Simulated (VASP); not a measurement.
Write the native input for VASP 6.6.1 that does the following.

- Task: single point
- Functional: PBE
- Potentials or basis: VASP PAW PBE potentials, release 64 (Tm_3, F), 4f in core
- Cutoff: 600 eV
- k mesh: 14 × 10 × 10
- Occupations: gaussian, width 0.1 eV
- Spin: no spin polarisation
- Dipole correction: no
- Further INCAR settings: ALGO = Normal; EDIFF = 1e-06; NBANDS = 25

The structure of Tm3F lies in POSCAR:

```
Tm3F
1.0
    3.4126665164      0.0000000000      0.0000000000
    0.0000000000      5.0794366659      2.8703428302
    0.0000000000     -5.0794366659      2.8703428302
Tm F
3 1
Direct
    0.5000000000      0.3484287257      0.3484287257
    0.0000000000      0.9677482469      0.6327539306
    0.0000000000      0.6327539306      0.9677482469
    0.0000000000      0.0495631061      0.0495631061
```

These files were run (other wordings do the same):

INCAR

```
ALGO = Normal ; EDIFF = 1E-6
ENCUT = 600 ; GGA = PE
GGA_COMPAT = False ; ISIF = 2
ISMEAR = 0 ; LASPH = True
LCHARG = True ; LELF = True
LMAXMIX = 6 ; LREAL = False
LVHAR = True ; LWAVE = False
NBANDS = 25 ; NELM = 200
PREC = Accurate ; SIGMA = 0.1
```

KPOINTS

```
k-points
0
Gamma
  14 10 10
```

Potentials or basis: VASP PAW PBE potentials, release 64 (Tm_3, F), 4f in core.

Launch:

```console
$ cat potpaw_PBE.64/Tm_3/POTCAR potpaw_PBE.64/F/POTCAR > POTCAR
$ mpirun -np 1 vasp_std > vasp.out
```

Results of the run:

- Pressure: 0.5 GPa
- Largest force: 0.122 eV/Å
- Band gap on the k mesh: zero (bands 17 and 18 overlap by 0.66 eV)

Caveat: spin-orbit coupling is left out, which moves the levels of the heavy elements; the 4f electrons are frozen in the core, so they carry no moment and show no levels; the run has no spin polarisation, though such a crystal can be magnetic.

It took 5.2 min on 1 thread of Intel(R) Xeon(R) 6975P-C (Granite Rapids) (shared host), peak memory 0.72 GiB.
